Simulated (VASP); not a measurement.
ZrS, 2 atoms in the cell. Symmetry: Fm-3m, No. 225, cubic system. Conventional cell: a = 5.250 Å, b = 5.250 Å, c = 5.250 Å, α = 90.00°, β = 90.00°, γ = 90.00°. Within 3.5 Å of Zr (site symmetry m-3m) lie 6 S at 2.62 Å. S (site symmetry m-3m) has 6 Zr at 2.62 Å within 3.5 Å. 

- Program: VASP 6.6.1
- Task: single point
- Functional: r2SCAN
- Dispersion: D3(BJ)
- Potentials or basis: VASP PAW PBE potentials, release 64 (Zr_sv, S)
- Cutoff: 520 eV
- k mesh: 10 × 10 × 10
- Occupations: fermi-dirac, width 0.5 eV
- Spin: no spin polarisation
- Dipole correction: no
- Further INCAR settings: ALGO = Normal; EDIFF = 1e-06; NBANDS = 16

Potentials or basis: VASP PAW PBE potentials, release 64 (Zr_sv, S).

Command:

```console
$ cat potpaw_PBE.64/Zr_sv/POTCAR potpaw_PBE.64/S/POTCAR > POTCAR
$ cp INCAR.step1 INCAR
$ mpirun -np 1 vasp_std > vasp.out
$ cp INCAR.step2 INCAR
$ mpirun -np 1 vasp_std > vasp.out
```

Hardware: 1 thread of Intel(R) Xeon(R) Platinum 8259CL CPU @ 2.50GHz (Skylake/Cascade Lake), with other jobs on the host.

How long does it take, and how much memory?

Wall time 87 s on 1 thread of Intel(R) Xeon(R) Platinum 8259CL CPU @ 2.50GHz (Skylake/Cascade Lake) (shared host), peak memory 0.19 GiB. Counts: k points 47.
